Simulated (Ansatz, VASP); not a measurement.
## Li2Rh in VASP and in Ansatz

```
Li Rh
1.0
    -1.53880    1.53880    3.77487
     1.53880   -1.53880    3.77487
     1.53880    1.53880   -3.77487
Li Rh
2 1
Direct
  0.66500 0.66500 0.00000
  0.33500 0.33500 0.00000
  0.00000 0.00000 0.00000
```

Alike in both runs: task relaxation of cell and atoms; functional r2SCAN; k mesh 8 × 8 × 8; occupations gaussian, width 0.1 eV; no spin polarisation.

|  | VASP | Ansatz |
| --- | --- | --- |
| version | VASP 6.6.1 | Ansatz 0.2.0 |
| potentials or method | VASP PAW PBE potentials, release 64 (Li_sv, Rh_pv), cutoff 600 eV | scalar-relativistic, plane waves, PAW |
| valence electrons in the cell | 21 | 23 |

|  | VASP | Ansatz | Ansatz less VASP |
| --- | --- | --- | --- |
| gap on the k mesh at the Fermi level, each at its own relaxed structure (eV) | none | none | - |
| relaxed volume (Å³/atom) | 12.86 | 14.86 | +1.997 |
| relaxed length of the cell vector where the two differ most in proportion (Å) | 4.846 | 6.726 | +1.8794 |

VASP's potentials were made for PBE, not for r2SCAN. A gap of «none» marks a metal or a gap that the smearing closes. One of these differences is far larger than is usual between the two programs; its cause wasn't traced. VASP's potentials hold 21 valence electrons a cell and Ansatz's 23, so a difference there can come from the potentials and not from the codes.

The k mesh is coarse, so the values compare programs but aren't converged. Noted on VASP's run: the cutoff is under 1.25 times that of the potentials, so the pressure is a little rough.
